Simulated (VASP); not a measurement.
# Yb in VASP: single point with PBE

Aim: the single point of Yb with PBE.

All numbers are computed with VASP 6.6.1; they aren't measurements. Logs are shortened: lines on timing, memory, paths and dates and some standing lists are left out, and cuts for length are marked.

## 1. The cell of the first run

The cell holds a cluster in a box, 1 atom: a = 8.000 Å, b = 8.000 Å, c = 8.000 Å, α = 90.00°, β = 90.00°, γ = 90.00°.

## 2. Single point, PBE

Input file INCAR:

```
SYSTEM = Yb
PREC = Accurate
ENCUT = 520
EDIFF = 1E-6
ISMEAR = -1
SIGMA = 0.1
LREAL = .False.
LASPH = .True.
NELM = 200
ALGO = Normal
ISIF = 2
LWAVE = .False.
LCHARG = .False.
GGA = PE
NBANDS = 18
GGA_COMPAT = .False.
LMAXMIX = 6
```

Input file KPOINTS:

```
Automatic mesh
0
Gamma
  1 1 1
  0 0 0
```

Input file POSCAR:

```
Yb
1.0
    8.0000000000      0.0000000000      0.0000000000
    0.0000000000      8.0000000000      0.0000000000
    0.0000000000      0.0000000000      8.0000000000
Yb
1
Direct
    0.5100000000      0.5200000000      0.4900000000
```

Potentials or basis: VASP PAW PBE potentials, release 64 (Yb).

On the command line:

```
$ cat potpaw_PBE.64/Yb/POTCAR > POTCAR
$ mpirun -np 1 vasp_gam > vasp.out
```

OUTCAR:

```text
SYSTEM = Yb
   PREC = Accurate
   ENCUT = 520
   EDIFF = 1E-6
   ISMEAR = -1
   LREAL = .False.
   LASPH = .True.
   NELM = 200
   ISIF = 2
   GGA = PE

 ion  position               nearest neighbor table
   1  0.510  0.520  0.490-

  LATTYP: Found a simple cubic cell.
 ALAT       =     8.0000000000

  Lattice vectors:

 A1 = (   8.0000000000,   0.0000000000,   0.0000000000)
 A2 = (   0.0000000000,   8.0000000000,   0.0000000000)
 A3 = (   0.0000000000,   0.0000000000,   8.0000000000)

Analysis of symmetry for initial positions (statically):
=====================================================================
 Subroutine PRICEL returns:
 Original cell was already a primitive cell.

 Routine SETGRP: Setting up the symmetry group for a
 simple cubic supercell.

 Subroutine GETGRP returns: Found 48 space group operations
 (whereof  2 operations were pure point group operations)
 out of a pool of 48 trial point group operations.

The static configuration has the point symmetry C_1h.
 The point group associated with its full space group is O_h .

Analysis of symmetry for dynamics (positions and initial velocities):
=====================================================================
 Subroutine PRICEL returns:
 Original cell was already a primitive cell.

 Routine SETGRP: Setting up the symmetry group for a
 simple cubic supercell.

 Subroutine GETGRP returns: Found 48 space group operations
 (whereof  2 operations were pure point group operations)
 out of a pool of 48 trial point group operations.

The dynamic configuration has the point symmetry C_1h.
 The point group associated with its full space group is O_h .

 Subroutine INISYM returns: Found 48 space group operations
 (whereof  2 operations are pure point group operations),
 and found     1 'primitive' translations

----------------------------------------------------------------------------------------

                                     Primitive cell

  volume of cell :     512.0000

  direct lattice vectors                    reciprocal lattice vectors
     8.000000000  0.000000000  0.000000000     0.125000000  0.000000000  0.000000000
     0.000000000  8.000000000  0.000000000     0.000000000  0.125000000  0.000000000
     0.000000000  0.000000000  8.000000000     0.000000000  0.000000000  0.125000000

  length of vectors
     8.000000000  8.000000000  8.000000000     0.125000000  0.125000000  0.125000000

  position of ions in fractional coordinates (direct lattice)
     0.510000000  0.520000000  0.490000000

  ion indices of the primitive-cell ions
   primitive index   ion index
                 1           1

----------------------------------------------------------------------------------------

 KPOINTS: Automatic mesh

Automatic generation of k-mesh.
 Grid dimensions read from file:
 generate k-points for:    1    1    1

 Generating k-lattice:

  Cartesian coordinates                     Fractional coordinates (reciprocal lattice)
     0.125000000  0.000000000  0.000000000     1.000000000  0.000000000  0.000000000
     0.000000000  0.125000000  0.000000000     0.000000000  1.000000000  0.000000000
     0.000000000  0.000000000  0.125000000     0.000000000  0.000000000  1.000000000

  Length of vectors
     0.125000000  0.125000000  0.125000000

  Shift w.r.t. Gamma in fractional coordinates (k-lattice)
     0.000000000  0.000000000  0.000000000

 Subroutine IBZKPT returns following result:
 ===========================================

 Found      1 irreducible k-points:

 Following reciprocal coordinates:
            Coordinates               Weight
  0.000000  0.000000  0.000000      1.000000
   k-points           NKPTS =      1   k-points in BZ     NKDIM =      1   number of bands    NBANDS=     18
   number of dos      NEDOS =    301   number of ions     NIONS =      1
   total plane-waves  NPLWV = 216000
   dimension x,y,z NGX =    60 NGY =   60 NGZ =   60
   dimension x,y,z NGXF=   120 NGYF=  120 NGZF=  120
   ions per type =               1
   NGX,Y,Z   is equivalent  to a cutoff of  12.47, 12.47, 12.47 a.u.
   NGXF,Y,Z  is equivalent  to a cutoff of  24.94, 24.94, 24.94 a.u.
 SYSTEM =  Yb
   PREC   = accura    normal or accurate (medium, high low for compatibility)
   ISTART =      0    job   : 0-new  1-cont  2-samecut
   ICHARG =      2    charge: 1-file 2-atom 10-const
   ISPIN  =      1    spin polarized calculation?
   LNONCOLLINEAR =      F non collinear calculations
   LSORBIT =      F    spin-orbit coupling
   LASPH  =      T    aspherical Exc in radial PAW
   ENCUT  =  520.0 eV  38.22 Ry    6.18 a.u.  14.87 14.87 14.87*2*pi/ulx,y,z
   NELM   =    200;   NELMIN=  2; NELMDL= -5     # of ELM steps
   EDIFF  = 0.1E-05   stopping-criterion for ELM
   LREAL  =      F    real-space projection
   EDIFFG = 0.1E-04   stopping-criterion for IOM
   NSW    =      0    number of steps for IOM
   IBRION =     -1    ionic relax: 0-MD 1-quasi-New 2-CG
   NFREE  =      0    steps in history (QN), initial steepest desc. (CG)
   ISIF   =      2    stress and relaxation
   ISYM   =      2    0-nonsym 1-usesym 2-fastsym
   POTIM  = 0.5000    time-step for ionic-motion
   TEBEG  =    0.0;   TEEND  =   0.0 temperature during run
   PSTRESS=    0.0 pullay stress
   NELECT =      24.0000    total number of electrons
   NUPDOWN=      -1.0000    fix difference up-down
   EMIN   =  10.00;   EMAX   =-10.00  energy-range for DOS
   EFERMI =   0.00;   METHOD = LEGACY
   ISMEAR =    -1;   SIGMA  =   0.10  broadening in eV -4-tet -1-fermi 0-gaus
   EFERMI_NEDOS =   21; number of points for ismear=-14 and -15
   IALGO  =     38    algorithm
   IMIX   =      4    mixing-type and parameters
     AMIX     =   0.40;   BMIX     =  1.00
     AMIX_MAG =   1.60;   BMIX_MAG =  1.00
  volume/ion in A,a.u.               =     512.00      3455.15
  Fermi-wavevector in a.u.,A,eV,Ry     =   0.590276  1.115460  4.740623  0.348426
  Thomas-Fermi vector in A             =   1.638255
   LORBIT       =      0    0 simple, 1 ext, 2 COOP (PROOUT), +10 PAW based schemes
   GGA     = PE    functional components
   LHFCALC =     F    Hartree Fock is set to
   AEXX    =    0.0000 exact exchange contribution
   IVDW    =     0    specifies the selected vdW correction
   LEPSILON=     F    determine dielectric tensor
   LRPA    =     F    only Hartree local field effects (RPA)
 non-spin polarized calculation
  energy-cutoff  :      520.00
  volume of cell :      512.00
 maximum number of plane-waves:      6903
 NGX is ok and might be reduce to    60
   NGX = 29   NGY = 29   NGZ = 29

 number of electron      23.9999999 magnetization

 Free energy of the ion-electron system (eV)
  ---------------------------------------------------
  ext. energy  EPLUGINS =         0.00000000
  ---------------------------------------------------
  free energy    TOTEN  =        -2.03840303 eV

  energy without entropy =       -2.03794769  energy(sigma->0) =       -2.03817536

 E-fermi :  -1.6061     XC(G=0):  -2.2931

 val. band max:       -2.7255830815   @ k =   0.0000   0.0000   0.0000
 cond. band min:      -0.5942833362   @ k =   0.0000   0.0000   0.0000
 fundamental gap:      2.1312997453
 Fermi energy:        -1.6061377186

 k-point     1 :       0.0000    0.0000    0.0000
  band No.  band energies     occupation
      1     -54.8250      2.00000
      2     -27.3175      2.00000
      3     -27.3175      2.00000
      4     -27.3175      2.00000
      5      -3.7208      2.00000
      6      -2.7258      1.99997
      7      -2.7258      1.99997
      8      -2.7258      1.99997
      9      -2.7258      1.99997
     10      -2.7256      1.99997
     11      -2.7256      1.99997
     12      -2.7256      1.99997
     13      -0.5943      0.00008
     14      -0.5943      0.00008
     15      -0.3849      0.00001
     16      -0.3848      0.00001
     17      -0.3581      0.00001
     18      -0.2813      0.00000

------------------------ aborting loop because EDIFF is reached ----------------------------------------

  FORCE on cell =-STRESS in cart. coord.  units (eV):
  Direction    XX          YY          ZZ          XY          YZ          ZX
  --------------------------------------------------------------------------------------
  -------------------------------------------------------------------------------------
  Total       -0.4296047     -0.4296047     -0.4296047     -0.0000000     -0.0000000     -0.0000000
  in kB       -1.3443415     -1.3443415     -1.3443415     -0.0000000     -0.0000000     -0.0000000
  external PRESSURE =      -1.3443415 kB  Pullay stress =       0.0000000 kB

 VOLUME and BASIS-vectors are now :
 -----------------------------------------------------------------------------
  energy-cutoff  :      520.00
  volume of cell :      512.00
      direct lattice vectors                 reciprocal lattice vectors
     8.000000000  0.000000000  0.000000000     0.125000000  0.000000000  0.000000000
     0.000000000  8.000000000  0.000000000     0.000000000  0.125000000  0.000000000
     0.000000000  0.000000000  8.000000000     0.000000000  0.000000000  0.125000000

 POSITION                                       TOTAL-FORCE (eV/Angst)
 -----------------------------------------------------------------------------------
      4.08000      4.16000      3.92000         0.000000      0.000000      0.000000
 -----------------------------------------------------------------------------------
    total drift:                               -0.000081      0.000003      0.000085

  FREE ENERGIE OF THE ION-ELECTRON SYSTEM (eV)
  ---------------------------------------------------
  free  energy   TOTEN  =        -2.0384030293 eV

  energy  without entropy=       -2.0379476851  energy(sigma->0) =       -2.03817536
```

Run time: 41 s. Hardware: 1 thread of AMD EPYC 7R43 (Zen 3), shared host; peak memory 0.4 GiB.

What came out:

```
Free energy                     : -2.0384 eV
Gap between the frontier levels : 2.13 eV
```

Caveat: spin-orbit coupling is left out, which moves the levels of the heavy elements. Spin polarisation is off, so any magnetic state and its effect on volume and gap are missing.
